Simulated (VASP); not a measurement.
Wanted: the native input for a VASP 6.6.1 run.

- Task: single point
- Functional: LDA
- Potentials or basis: VASP PAW LDA potentials, release 64 (Ti_sv, H)
- Cutoff: 520 eV
- k mesh: 7 × 7 × 4
- Occupations: methfessel-paxton, width 0.05 eV
- Spin: no spin polarisation
- Dipole correction: no
- Further INCAR settings: ALGO = Normal; EDIFF = 1e-07; NBANDS = 21

The structure of TiH lies in POSCAR:

```
TiH
1.0
    2.8110448745      0.0000000000      0.0000000000
   -1.4055224373      2.4344362725      0.0000000000
    0.0000000000      0.0000000000      5.0964875482
Ti H
2 2
Direct
    0.0000000000      0.0000000000      0.0000000000
    0.0000000000      0.0000000000      0.5000000000
    0.6666666667      0.3333333333      0.7500000000
    0.3333333333      0.6666666667      0.2500000000
```

One way to write it, as run:

INCAR

```
  ALGO = Normal
  EDIFF = 1E-7
  ENCUT = 520
  GGA = CA
  ISIF = 2
  ISMEAR = 1
  LASPH = T
  LCHARG = F
  LREAL = F
  LWAVE = F
  NBANDS = 21
  NELM = 60
  PREC = Accurate
  SIGMA = 0.05
```

KPOINTS

```
k-points
0
Gamma
  7 7 4
```

Potentials or basis: VASP PAW LDA potentials, release 64 (Ti_sv, H).

Run with:

```bash
$ cat potpaw_LDA.64/Ti_sv/POTCAR potpaw_LDA.64/H/POTCAR > POTCAR
$ mpirun -np 1 vasp_std > vasp.out
```

It gave:

```
Pressure               : 0.1 GPa
Band gap on the k mesh : zero (band 13 reaches 10.03 eV, above the bottom of band 14 at 8.65 eV)
```

Caveat: the k points lie up to 0.37 Å⁻¹ apart.

Run time: 6.8 s on 1 thread of Intel(R) Xeon(R) 6975P-C (Granite Rapids) (shared host), peak memory 0.14 GiB.
